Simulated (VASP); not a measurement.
**Cu: relaxation of cell and atoms with PBE**

Crystal: Cu.

```
Cu
1.0
     2.07134    0.00000    0.00000
    -1.03567    1.79383    0.00000
     0.00000    0.00000    1.94706
Cu
1
Direct
  0.00000 0.00000 0.00000
```

This isn't the form of Cu at room conditions, which is fcc.

- Program: VASP 6.6.1
- Task: relaxation of cell and atoms
- Functional: PBE
- Potentials or basis: VASP PAW PBE potentials, release 64 (Cu)
- Cutoff: 600 eV
- k mesh: 21 × 21 × 19
- Occupations: fermi-dirac, width 0.1 eV
- Spin: no spin polarisation
- Target pressure: 260 GPa
- Dipole correction: no
- Further INCAR settings: ALGO = Normal; EDIFF = 1e-06; IBRION = 2; EDIFFG = -0.005; NSW = 60; ISIF = 3

```
Relaxed volume                                             : 7.46 Å³/atom
Relaxed cell                                               : a = 2.081 Å, b = 2.081 Å, c = 1.989 Å, α = 90.00°, β = 90.00°, γ = 120.00°
Space group after relaxing (to 0.1 Å)                      : P6/mmm (No. 191)
Energy change on relaxing (the run minimises the enthalpy) : -401.1 meV/atom
Ionic steps                                                : 6
Pressure after relaxing                                    : 260.0 GPa
Band gap on the k mesh                                     : zero (an odd number of electrons rules out a gap without spin polarisation)
```

The path:
| step | energy change (eV) | largest force (eV/Å) | pressure (GPa) | volume (Å³) |
| --- | --- | --- | --- | --- |
| 1 | 0.0000 | 0.0000 | 295.83 | 7.23 |
| 2 | -2.0502 | 0.0000 | 109.19 | 9.05 |
| 3 | -0.4825 | 0.0000 | 252.43 | 7.51 |
| 4 | -0.4279 | 0.0000 | 257.44 | 7.48 |
| 5 | -0.3034 | 0.0000 | 268.67 | 7.41 |
| 6 | -0.4011 | 0.0000 | 259.95 | 7.46 |

Final structure:
```
CELL_PARAMETERS angstrom
2.08136 0.00000 0.00000
-1.04068 1.80251 0.00000
0.00000 0.00000 1.98878
ATOMIC_POSITIONS crystal
Cu 0.00000 0.00000 0.00000
```

Levels at points of the mesh, in eV from the Fermi level:
```tsv
k point	band 3	band 4	band 5	band 6	band 7	band 8	band 9
(0.00, 0.00, 0.00)	-5.12	-5.12	-1.99	-1.99	23.63	26.28	30.45
```

Run time: 2.6 min on 1 thread of Intel Xeon 8259CL (shared host), peak memory 0.17 GiB.

Caveat: the cell is relaxed towards a set pressure, so the run minimises the enthalpy, not the energy.
